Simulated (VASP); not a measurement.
Input of a VASP 6.6.1 run:

INCAR

```
PREC = Accurate
ENCUT = 520
EDIFF = 1E-7
ISMEAR = -1
SIGMA = 0.05
LREAL = F
LASPH = T
NELM = 60
ALGO = Normal
ISIF = 2
LWAVE = F
LCHARG = T
GGA = PS
LELF = T
LVHAR = T
NBANDS = 10
```

KPOINTS

```
Automatic mesh
0
Gamma
  14 14 14
```

The input POSCAR:

```
Na
1.0
   -2.0847225548      2.0847225548      2.0847225548
    2.0847225548     -2.0847225548      2.0847225548
    2.0847225548      2.0847225548     -2.0847225548
Na
1
Direct
    0.0000000000      0.0000000000      0.0000000000
```

Potentials or basis: VASP PAW PBE potentials, release 64 (Na_pv).

Launch:

```bash
$ cat potpaw_PBE.64/Na_pv/POTCAR > POTCAR
$ mpirun -np 1 vasp_std > vasp.out
```

Task: What does it give for the pressure?

Result: 0.0 GPa.

Caveat: the PAW data sets were made with another functional, which shifts forces and pressure a little.
